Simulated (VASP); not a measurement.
The system is TiO2 (base).

```
Ti O
1.0
    -1.89127    1.89127    4.80751
     1.89127   -1.89127    4.80751
     1.89127    1.89127   -4.80751
Ti O
2 4
Direct
  0.00000 0.00000 0.00000
  0.75000 0.25000 0.50000
  0.95715 0.45715 0.50000
  0.20715 0.20715 0.00000
  0.54285 0.04285 0.50000
  0.79285 0.79285 0.00000
```

| Item | Value |
| --- | --- |
| Program | VASP 6.6.1 |
| Task | relaxation of cell and atoms |
| Functional | PBE |
| Potentials or basis | VASP PAW PBE potentials, release 64 (Ti_sv, O) |
| Cutoff | 600 eV |
| k mesh | 10 × 10 × 10 |
| Occupations | gaussian, width 0.02 eV |
| Spin | no spin polarisation |

At the start: pressure 3.9 GPa; volume 11.46 Å³/atom.

Where does the relaxation end?

Over 17 steps the energy falls by 2.6 meV/atom and the volume is 11.69 Å³/atom (+2.0 %); space group I4_1/amd (No. 141, to 0.05 Å).

Step by step:
```tsv
step	energy change (eV)	largest force (eV/Å)	pressure (GPa)	volume (Å³)
1	0.0000	0.0665	3.93	68.78
2	0.0087	0.1949	-4.44	71.62
3	-0.0149	0.0533	0.03	70.02
4	-0.0149	0.0509	0.09	69.99
5	-0.0152	0.0142	0.09	70.04
6	-0.0152	0.0051	0.08	70.05
7	-0.0153	0.0072	-0.02	70.12
8	-0.0152	0.0157	-0.53	70.32
9	-0.0153	0.0115	-0.31	70.21
10	-0.0153	0.0107	-0.27	70.19
11	-0.0154	0.0095	-0.24	70.19
12	-0.0155	0.0069	-0.17	70.18
13	-0.0155	0.0015	-0.06	70.18
14	-0.0155	0.0031	-0.08	70.18
15	-0.0155	0.0023	-0.08	70.18
16	-0.0155	0.0008	-0.03	70.16
17	-0.0155	0.0018	0.01	70.13
```

Final structure:
```
Ti O
1.0
    -1.90087    1.90087    4.85248
     1.90087   -1.90087    4.85248
     1.90087    1.90087   -4.85248
Ti O
2 4
Cartesian
  0.0000 0.0000 0.0000
  0.0000 1.9009 2.4262
  0.0000 1.9009 4.4305
  0.0000 0.0000 2.0042
  0.0000 1.9009 0.4220
  0.0000 0.0000 7.7007
```
